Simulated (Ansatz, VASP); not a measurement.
## Two plane-wave programs on InSb3

File INCAR:

```
SYSTEM = InSb3
ALGO = Normal
EDIFF = 1E-7
ENCUT = 520
GGA = PE
ISIF = 2
ISMEAR = 0
LASPH = .True.
LCHARG = .False.
LREAL = .False.
LWAVE = .False.
NBANDS = 22
NELM = 100
PREC = Accurate
SIGMA = 0.15
```

File KPOINTS:

```
k-points
0
Gamma
  8 8 8
  0 0 0
```

File POSCAR:

```
InSb3
1.0
    4.8138627010     -0.1124036941     -0.1124036941
   -0.1124036941      4.8138627010     -0.1124036941
   -0.1124036941     -0.1124036941      4.8138627010
In Sb
1 3
Direct
    0.0000000000      0.0000000000      0.0000000000
    0.5000000000      0.0000000000      0.5000000000
    0.0000000000      0.5000000000      0.5000000000
    0.5000000000      0.5000000000      0.0000000000
```

Input for Ansatz:

```yaml
crystal:
  lattice:
    - [4.813862701, -0.1124036941, -0.1124036941]
    - [-0.1124036941, 4.813862701, -0.1124036941]
    - [-0.1124036941, -0.1124036941, 4.813862701]
  atoms:
    - { symbol: In, position: [0.0, 0.0, 0.0] }
    - { symbol: Sb, position: [0.5, 0.0, 0.5] }
    - { symbol: Sb, position: [0.0, 0.5, 0.5] }
    - { symbol: Sb, position: [0.5, 0.5, 0.0] }
basis:
  ecutwfc: 420
kpoints:
  mp_grid: { grid: [8, 8, 8] }
hamiltonian:
  xc: pbe
  pseudopotentials: { kind: paw, azcp: { folder: soft_1 } }
scf:
  occupations: { method: gaussian, width: 0.15 }
output:
  forces: true
  stress: true
  eigenvalues: true
  write_density: true
  write_potential: true
  elf: true
  volumetric_format: npy
```

Change from the starting cell: equal engineering shear yz, xz and xy -0.0467, equal normal strain along x, y and z +0.0000.

Alike in both runs: task single point; functional PBE; k mesh 8 × 8 × 8; occupations gaussian, width 0.15 eV; no spin polarisation.

```csv
,VASP,Ansatz
version,VASP 6.6.1,Ansatz 0.2.0
potentials or method,"VASP PAW PBE potentials, release 64 (In_d, Sb), cutoff 520 eV","scalar-relativistic, plane waves, PAW"
valence electrons in the cell,28,58
```

|  | VASP | Ansatz | Ansatz less VASP |
| --- | --- | --- | --- |
| gap on the k mesh at the Fermi level (eV) | none | none | - |
| pressure (GPa) | 0.2 | 0.2 | +0.09 |
| traceless stress, the component that is largest in VASP (GPa) | 0.59 | 0.59 | 0.000 |

A gap of «none» marks a metal or a gap that the smearing closes. VASP's potentials hold 28 valence electrons a cell and Ansatz's 58, so a difference there can come from the potentials and not from the codes.

Neither program's run includes spin-orbit coupling.
